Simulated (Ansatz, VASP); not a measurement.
# NbBiBr4 in VASP and in Ansatz

```xyz
6
Lattice="5.6301 0.0000 0.0000 0.0000 5.6301 0.0000 0.0000 0.0000 9.1752" Properties=species:S:1:pos:R:3 pbc="T T T"
Nb    2.8150    2.8150    4.5876
Bi    0.0000    0.0000    0.0000
Br    2.8150    0.0000    0.0000
Br    0.0000    2.8150    0.0000
Br    0.0000    0.0000    2.8767
Br    0.0000    0.0000    6.2985
```

Alike in both runs: functional PBE; k mesh 4 × 4 × 2; occupations gaussian, width 0.1 eV; collinear spin.

Ansatz relaxed the structure, and its values are those at the end. VASP's run is a single point on that final structure, the one shown.

```csv
,VASP,Ansatz
version,VASP 6.6.1,Ansatz 0.2.0
potentials or method,"VASP PAW PBE potentials, release 64 (Nb_sv, Bi_d, Br), cutoff 520 eV","scalar-relativistic, plane waves, PAW"
valence electrons in the cell,56,56
```

Ansatz gave:

| Property | Result |
| --- | --- |
| gap on the k mesh at the Fermi level (eV) | none |
| pressure (GPa) | -0.1 |
| net moment per atom (μB) | 0.67 |
| size of the moment on the site where the two differ most (μB) | 3.70 |

Q: Estimate VASP's values.

A: gap on the k mesh at the Fermi level (eV): none; pressure (GPa): -0.1; net moment per atom (μB): 0.67; size of the moment on the site where the two differ most (μB): 2.87.

Site moments also hang on the region over which each program counts them. A gap of «none» marks a metal or a gap that the smearing closes.

Neither program's run includes spin-orbit coupling.
